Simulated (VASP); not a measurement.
# CaO3 (P6/mmm) in VASP: a series of runs

CaO3 is run at these levels: PBE; tasks: single point, relaxation of cell and atoms.

Program: VASP 6.6.1. These are calculated values, not measurements. Logs are shortened: lines on timing, memory, paths and dates and some standing lists are left out, and cuts for length are marked.

### Step 1. The cell of the first run

The structure is hexagonal, space group P6/mmm (No. 191). The conventional cell has a = 4.474 Å, b = 4.474 Å, c = 6.193 Å, α = 90.00°, β = 90.00°, γ = 120.00°. Within 3.0 Å of Ca (site symmetry 6/mmm) lie 6 O at 2.24 Å. O (site symmetry mmm) has 4 O at 2.24 Å and 2 Ca at 2.24 Å within 3.0 Å.

The cell was generated, and may not be a known phase.

### Step 2. Single point, PBE

INCAR

```
ALGO = Normal
EDIFF = 1E-7
ENCUT = 520
GGA = PE
ISIF = 2
ISMEAR = 0
LASPH = True
LCHARG = True
LELF = True
LREAL = False
LVHAR = True
LWAVE = False
NBANDS = 22
NELM = 100
PREC = Accurate
SIGMA = 0.1
```

KPOINTS

```
k-points
0
Gamma
  12 12 8
```

POSCAR

```
CaO3
1.0
    4.4740055371      0.0000000000      0.0000000000
   -2.2370027686      3.8746024518      0.0000000000
    0.0000000000      0.0000000000      6.1925379029
Ca O
1 3
Direct
    0.0000000000      0.0000000000      0.0000000000
    0.5000000000      0.0000000000      0.0000000000
    0.0000000000      0.5000000000      0.0000000000
    0.5000000000      0.5000000000      0.0000000000
```

Potentials or basis: VASP PAW PBE potentials, release 64 (Ca_sv, O).

On the command line:

```bash
$ cat potpaw_PBE.64/Ca_sv/POTCAR potpaw_PBE.64/O/POTCAR > POTCAR
$ mpirun -np 1 vasp_std > vasp.out
```

OUTCAR:

```text
EDIFF = 1E-7
   ENCUT = 520
   GGA = PE
   ISIF = 2
   ISMEAR = 0
   LASPH = True
   LREAL = False
   NELM = 100
   PREC = Accurate

 ion  position               nearest neighbor table
   1  0.000  0.000  0.000-   4 2.24   4 2.24   2 2.24   2 2.24   3 2.24   3 2.24
   2  0.500  0.000  0.000-   1 2.24   1 2.24
   3  0.000  0.500  0.000-   1 2.24   1 2.24
   4  0.500  0.500  0.000-   1 2.24   1 2.24

  LATTYP: Found a hexagonal cell.
 ALAT       =     4.4740055371
 C/A-ratio  =     1.3841149394

  Lattice vectors:

 A1 = (   4.4740055371,   0.0000000000,   0.0000000000)
 A2 = (  -2.2370027686,   3.8746024518,   0.0000000000)
 A3 = (   0.0000000000,   0.0000000000,   6.1925379029)

Analysis of symmetry for initial positions (statically):
=====================================================================
 Subroutine PRICEL returns:
 Original cell was already a primitive cell.

 Routine SETGRP: Setting up the symmetry group for a
 hexagonal supercell.

 Subroutine GETGRP returns: Found 24 space group operations
 (whereof 24 operations were pure point group operations)
 out of a pool of 24 trial point group operations.

The static configuration has the point symmetry D_6h.

Analysis of symmetry for dynamics (positions and initial velocities):
=====================================================================
 Subroutine PRICEL returns:
 Original cell was already a primitive cell.

 Routine SETGRP: Setting up the symmetry group for a
 hexagonal supercell.

 Subroutine GETGRP returns: Found 24 space group operations
 (whereof 24 operations were pure point group operations)
 out of a pool of 24 trial point group operations.

The dynamic configuration has the point symmetry D_6h.

 Subroutine INISYM returns: Found 24 space group operations
 (whereof 24 operations are pure point group operations),
 and found     1 'primitive' translations

----------------------------------------------------------------------------------------

                                     Primitive cell

  volume of cell :     107.3476

  direct lattice vectors                    reciprocal lattice vectors
     4.474005537  0.000000000  0.000000000     0.223513358  0.129045497  0.000000000
    -2.237002769  3.874602452  0.000000000     0.000000000  0.258090994  0.000000000
     0.000000000  0.000000000  6.192537903     0.000000000  0.000000000  0.161484680

  length of vectors
     4.474005537  4.474005537  6.192537903     0.258090994  0.258090994  0.161484680

  position of ions in fractional coordinates (direct lattice)
     0.000000000  0.000000000  0.000000000
     0.500000000  0.000000000  0.000000000
     0.000000000  0.500000000  0.000000000
     0.500000000  0.500000000  0.000000000

  ion indices of the primitive-cell ions
   primitive index   ion index
                 1           1
                 2           2
                 3           3
                 4           4

----------------------------------------------------------------------------------------

 KPOINTS: k-points

Automatic generation of k-mesh.
 Grid dimensions read from file:
 generate k-points for:   12   12    8

 Generating k-lattice:

  Cartesian coordinates                     Fractional coordinates (reciprocal lattice)
     0.018626113  0.010753791  0.000000000     0.083333333  0.000000000  0.000000000
     0.000000000  0.021507583  0.000000000     0.000000000  0.083333333  0.000000000
     0.000000000  0.000000000  0.020185585     0.000000000  0.000000000  0.125000000

  Length of vectors
     0.021507583  0.021507583  0.020185585

  Shift w.r.t. Gamma in fractional coordinates (k-lattice)
     0.000000000  0.000000000  0.000000000

 Subroutine IBZKPT returns following result:
 ===========================================

 Found     95 irreducible k-points:

 Following reciprocal coordinates:
            Coordinates               Weight
  0.000000  0.000000  0.000000      1.000000
  0.083333 -0.000000  0.000000      6.000000
  0.166667  0.000000  0.000000      6.000000
  0.250000 -0.000000  0.000000      6.000000
  0.333333  0.000000  0.000000      6.000000
  0.416667 -0.000000  0.000000      6.000000
[... 16 lines left out ...]
  0.250000 -0.000000  0.125000     12.000000
  0.333333  0.000000  0.125000     12.000000
 [... further k-points ...]
   k-points           NKPTS =     95   k-points in BZ     NKDIM =     95   number of bands    NBANDS=     22
   number of dos      NEDOS =    301   number of ions     NIONS =      4
   total plane-waves  NPLWV =  62208
   dimension x,y,z NGX =    36 NGY =   36 NGZ =   48
   dimension x,y,z NGXF=    72 NGYF=   72 NGZF=   96
   ions per type =               1   3
   NGX,Y,Z   is equivalent  to a cutoff of  13.38, 13.38, 12.89 a.u.
   NGXF,Y,Z  is equivalent  to a cutoff of  26.75, 26.75, 25.77 a.u.
 SYSTEM =  unknown system
   PREC   = accura    normal or accurate (medium, high low for compatibility)
   ISTART =      0    job   : 0-new  1-cont  2-samecut
   ICHARG =      2    charge: 1-file 2-atom 10-const
   ISPIN  =      1    spin polarized calculation?
   LNONCOLLINEAR =      F non collinear calculations
   LSORBIT =      F    spin-orbit coupling
   LASPH  =      T    aspherical Exc in radial PAW
   ENCUT  =  520.0 eV  38.22 Ry    6.18 a.u.   8.32  8.32 11.51*2*pi/ulx,y,z
   NELM   =    100;   NELMIN=  2; NELMDL= -5     # of ELM steps
   EDIFF  = 0.1E-06   stopping-criterion for ELM
   LREAL  =      F    real-space projection
   EDIFFG = 0.1E-05   stopping-criterion for IOM
   NSW    =      0    number of steps for IOM
   IBRION =     -1    ionic relax: 0-MD 1-quasi-New 2-CG
   NFREE  =      0    steps in history (QN), initial steepest desc. (CG)
   ISIF   =      2    stress and relaxation
   ISYM   =      2    0-nonsym 1-usesym 2-fastsym
   POTIM  = 0.5000    time-step for ionic-motion
   TEBEG  =    0.0;   TEEND  =   0.0 temperature during run
   PSTRESS=    0.0 pullay stress
   NELECT =      28.0000    total number of electrons
   NUPDOWN=      -1.0000    fix difference up-down
   EMIN   =  10.00;   EMAX   =-10.00  energy-range for DOS
   EFERMI =   0.00;   METHOD = LEGACY
   ISMEAR =     0;   SIGMA  =   0.10  broadening in eV -4-tet -1-fermi 0-gaus
   EFERMI_NEDOS =   21; number of points for ismear=-14 and -15
   IALGO  =     38    algorithm
   IMIX   =      4    mixing-type and parameters
     AMIX     =   0.40;   BMIX     =  1.00
     AMIX_MAG =   1.60;   BMIX_MAG =  1.00
  volume/ion in A,a.u.               =      26.84       181.10
  Fermi-wavevector in a.u.,A,eV,Ry     =   1.045996  1.976646 14.886241  1.094108
  Thomas-Fermi vector in A             =   2.180816
   LORBIT       =      0    0 simple, 1 ext, 2 COOP (PROOUT), +10 PAW based schemes
   GGA     = PE    functional components
   LHFCALC =     F    Hartree Fock is set to
   AEXX    =    0.0000 exact exchange contribution
   IVDW    =     0    specifies the selected vdW correction
   LEPSILON=     F    determine dielectric tensor
   LRPA    =     F    only Hartree local field effects (RPA)
 non-spin polarized calculation
 Gauss-broadening in eV      SIGMA  =   0.10
  energy-cutoff  :      520.00
  volume of cell :      107.35
 maximum number of plane-waves:      2921
 NGX is ok and might be reduce to    36
   NGX = 17   NGY = 17   NGZ = 23

 number of electron      28.0000016 magnetization

 Free energy of the ion-electron system (eV)
  ---------------------------------------------------
  ext. energy  EPLUGINS =         0.00000000
  ---------------------------------------------------
  free energy    TOTEN  =       -18.12754271 eV

  energy without entropy =      -18.09037523  energy(sigma->0) =      -18.10895897

 E-fermi :  -2.9476     XC(G=0):  -5.9136

 val. band max:       -2.9586139580   @ k =   0.0000   0.0000   0.0000
 cond. band min:      -2.9373793734   @ k =   0.2500  -0.0000   0.0000
 fundamental gap:      0.0212345846
 Fermi energy:        -2.9476469901

 k-point     1 :       0.0000    0.0000    0.0000
  band No.  band energies     occupation
      1     -40.1650      2.00000
      2     -21.4065      2.00000
      3     -21.3335      2.00000
      4     -21.3335      2.00000
      5     -20.5257      2.00000
      6     -18.1163      2.00000
[... 14 lines left out ...]
     21       5.8011      0.00000
     22       6.0860      0.00000

 k-point     2 :       0.0833   -0.0000    0.0000
  band No.  band energies     occupation
      1     -40.1645      2.00000
      2     -21.4722      2.00000
      3     -21.4059      2.00000
      4     -21.3524      2.00000
      5     -20.3608      2.00000
      6     -18.1349      2.00000
[... 14 lines left out ...]
     21       5.8254      0.00000
     22       6.1397      0.00000

 k-point     3 :       0.1667    0.0000    0.0000
  band No.  band energies     occupation
      1     -40.1632      2.00000
      2     -21.7248      2.00000
      3     -21.4043      2.00000
      4     -21.4022      2.00000
      5     -20.0346      2.00000
      6     -18.1858      2.00000
[... 14 lines left out ...]
     21       5.9417      0.00000
     22       6.2725      0.00000

 k-point     4 :       0.2500   -0.0000    0.0000
  band No.  band energies     occupation
      1     -40.1614      2.00000
      2     -21.9613      2.00000
      3     -21.4666      2.00000
      4     -21.4021      2.00000
      5     -19.6924      2.00000
      6     -18.2559      2.00000
[... 14 lines left out ...]
     21       6.1283      0.00000
     22       6.4027      0.00000

 k-point     5 :       0.3333    0.0000    0.0000
  band No.  band energies     occupation
      1     -40.1596      2.00000
      2     -22.1439      2.00000
      3     -21.5275      2.00000
      4     -21.3999      2.00000
      5     -19.3964      2.00000
      6     -18.3287      2.00000
[... 417 lines left out ...]
 k-point    22 :       0.1667    0.0000    0.1250
  band No.  band energies     occupation
      1     -40.1632      2.00000
      2     -21.7248      2.00000
      3     -21.4043      2.00000
      4     -21.4022      2.00000
      5     -20.0346      2.00000
      6     -18.1858      2.00000
[... 14 lines left out ...]
     21       6.2611      0.00000
     22       6.3704      0.00000

 k-point    23 :       0.2500   -0.0000    0.1250
  band No.  band energies     occupation
      1     -40.1614      2.00000
      2     -21.9613      2.00000
      3     -21.4666      2.00000
      4     -21.4021      2.00000
      5     -19.6924      2.00000
      6     -18.2558      2.00000
[... 14 lines left out ...]
     21       6.2791      0.00000
     22       6.4114      0.00000

 k-point    24 :       0.3333    0.0000    0.1250
  band No.  band energies     occupation
      1     -40.1596      2.00000
      2     -22.1439      2.00000
      3     -21.5275      2.00000
      4     -21.3999      2.00000
      5     -19.3964      2.00000
      6     -18.3287      2.00000
[... 14 lines left out ...]
     21       6.1051      0.00000
     22       6.5199      0.00000

 [... further k-points ...]

------------------------ aborting loop because EDIFF is reached ----------------------------------------

  FORCE on cell =-STRESS in cart. coord.  units (eV):
  Direction    XX          YY          ZZ          XY          YZ          ZX
  --------------------------------------------------------------------------------------
  -------------------------------------------------------------------------------------
  Total        0.2374768      0.2374768     -0.0464685     -0.0000000      0.0000000      0.0000000
  in kB        3.5443738      3.5443738     -0.6935479     -0.0000000      0.0000000      0.0000000
  external PRESSURE =       2.1317332 kB  Pullay stress =       0.0000000 kB

 VOLUME and BASIS-vectors are now :
 -----------------------------------------------------------------------------
  energy-cutoff  :      520.00
  volume of cell :      107.35
      direct lattice vectors                 reciprocal lattice vectors
     4.474005537  0.000000000  0.000000000     0.223513358  0.129045497  0.000000000
    -2.237002769  3.874602452  0.000000000     0.000000000  0.258090994  0.000000000
     0.000000000  0.000000000  6.192537903     0.000000000  0.000000000  0.161484680

 POSITION                                       TOTAL-FORCE (eV/Angst)
 -----------------------------------------------------------------------------------
      0.00000      0.00000      0.00000         0.000000      0.000000      0.000000
      2.23700      0.00000      0.00000        -0.000000      0.000000      0.000000
     -1.11850      1.93730      0.00000         0.000000      0.000000      0.000000
      1.11850      1.93730      0.00000         0.000000      0.000000      0.000000
 -----------------------------------------------------------------------------------
    total drift:                               -0.000000      0.000000     -0.000000

  FREE ENERGIE OF THE ION-ELECTRON SYSTEM (eV)
  ---------------------------------------------------
  free  energy   TOTEN  =       -18.1275427093 eV

  energy  without entropy=      -18.0903752257  energy(sigma->0) =      -18.10895897
```

Run time: 2.9 min. Hardware: 1 thread of Intel Xeon Platinum 8488C (Sapphire Rapids), shared host; peak memory 0.37 GiB.

Results:

| Item | Value |
| --- | --- |
| Free energy | -18.1275 eV |
| Pressure | 0.2 GPa |
| Band gap on the k mesh | zero (bands 14 and 15 overlap by 0.95 eV) |

(Part 1 of 2 ends here.)

The gap in the log of VASP goes by the Fermi energy; the results here count the filled bands.